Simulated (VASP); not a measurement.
NaI: single point with PBEsol

NaI:

```
Na I
1.0
     3.98809    0.00000    0.00000
     0.00000    3.98809    0.00000
     0.00000    0.00000    3.98809
Na I
1 1
Direct
  0.00000 0.00000 0.00000
  0.50000 0.50000 0.50000
```

```
Program             : VASP 6.6.1
Task                : single point
Functional          : PBEsol
Potentials or basis : VASP PAW PBE potentials, release 64 (Na_pv, I)
Cutoff              : 520 eV
k mesh              : 6 × 6 × 6
Occupations         : fermi-dirac, width 0.03 eV
Spin                : no spin polarisation
```

```json
{
 "Pressure": "0.1 GPa",
 "Band gap on the k mesh": "2.26 eV, indirect (least direct gap 2.65 eV)"
}
```

Levels at points of the mesh, in eV from the valence-band top:
```
           k point  band 4  band 5  band 6  band 7  band 8  band 9  band 10  band 11
(0.00, 0.00, 0.00)  -12.02   -0.71   -0.71   -0.71    2.26    5.39     5.39    11.38
(0.50, 0.00, 0.00)  -11.65   -3.51   -0.35   -0.35    4.55    6.45     6.92     7.89
(0.50, 0.50, 0.00)  -11.34   -2.79   -2.79    0.00    2.65    6.93     8.29     8.29
(0.50, 0.50, 0.50)  -11.03   -2.27   -2.27   -2.27    4.00    4.00     4.00     6.69
```

It took 7.9 s on 1 thread of Intel(R) Xeon(R) Platinum 8488C (Sapphire Rapids), with other jobs on the host, peak memory 0.17 GiB.

Caveat: the PAW data sets were made with another functional, which shifts forces and pressure a little; spin-orbit coupling is left out, which moves the levels of the heavy elements. A k mesh can miss the band edges.
